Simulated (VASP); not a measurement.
A run of VASP 6.6.1 is set up as follows.

The input INCAR:

```
PREC     = Accurate       # precision mode
ENCUT    = 600            # plane-wave cutoff, eV
EDIFF    = 1E-6           # SCF threshold, eV
ISMEAR   = -1             # smearing method
SIGMA    = 0.05           # smearing width, eV
LREAL    = F              # projectors in reciprocal space
LASPH    = T              # aspherical terms in the spheres
NELM     = 100            # most SCF steps
ALGO     = Normal         # electronic algorithm
ISIF     = 3              # what is computed and relaxed
LWAVE    = F              # write WAVECAR
LCHARG   = F              # write CHGCAR
GGA      = PE             # functional
IBRION   = 2              # ionic algorithm
NSW      = 80             # ionic steps
EDIFFG   = -0.005         # ionic threshold
```

KPOINTS

```
regular mesh
0
Gamma
  8 8 8
```

POSCAR

```
CdS
1.0
    0.0000000000      2.9165000000      2.9165000000
    2.9165000000      0.0000000000      2.9165000000
    2.9165000000      2.9165000000      0.0000000000
Cd S
1 1
Direct
    0.0000000000      0.0000000000      0.0000000000
    0.7500000000      0.7500000000      0.7500000000
```

Potentials or basis: VASP PAW PBE potentials, release 64 (Cd, S).

Command:

```console
$ cat potpaw_PBE.64/Cd/POTCAR potpaw_PBE.64/S/POTCAR > POTCAR
$ mpirun -np 1 vasp_std > vasp.out
```

(1) Estimate the relaxed cell.

(2) What does it give for the relaxed volume?

## Answers

(1) a = 4.197 Å, b = 4.197 Å, c = 4.197 Å, α = 60.00°, β = 60.00°, γ = 60.00°.

(2) 26.14 Å³/atom.
